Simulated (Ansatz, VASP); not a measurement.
Two plane-wave programs on CO2

```xyz
6
Lattice="2.6429 -2.3799 0.0000 2.6429 2.3799 0.0000 0.0000 0.0000 6.4270" Properties=species:S:1:pos:R:3 pbc="T T T"
C     0.0000    0.0000    0.0000
C     2.6429    0.0000    3.2135
O     2.6429   -1.4457    5.7385
O     2.6429    1.4457    0.6886
O     2.6429   -0.9342    2.5250
O     2.6429    0.9342    3.9021
```

Alike in both runs: task single point; functional HSE06; k mesh 4 × 4 × 2; no spin polarisation.

|  | VASP | Ansatz |
| --- | --- | --- |
| version | VASP 6.6.1 | Ansatz 0.2.0 |
| potentials or method | VASP PAW PBE potentials, release 64 (C, O) | plane waves, PAW |
| plane-wave cutoff (eV) | 520 | 420 |
| occupations | gaussian, width 0.01 eV | fixed |
| valence electrons in the cell | 32 | 32 |

VASP gave:

| Quantity | Value |
| --- | --- |
| gap on the k mesh at the Fermi level (eV) | 8.41 |
| pressure (GPa) | 2.0 |
| traceless stress, the component that is largest in VASP (GPa) | 0.21 |
| rms of the force components (eV/Å) | 0.036 |

Question: Estimate Ansatz's values.

Answer: gap on the k mesh at the Fermi level (eV): 8.44; pressure (GPa): -0.2; traceless stress, the component that is largest in VASP (GPa): -2.17; rms of the force components (eV/Å): 0.353.

Atom by atom the forces differ by 0.388 eV/Å (rms over components). One of these differences is far larger than is usual between the two programs; its cause wasn't traced. Ansatz's warnings: stress exchange threshold loose, stress scf threshold loose.

The k mesh is coarse, so the values compare programs but aren't converged. Noted on VASP's run: the standard files for N, O and F lose accuracy on very short bonds.
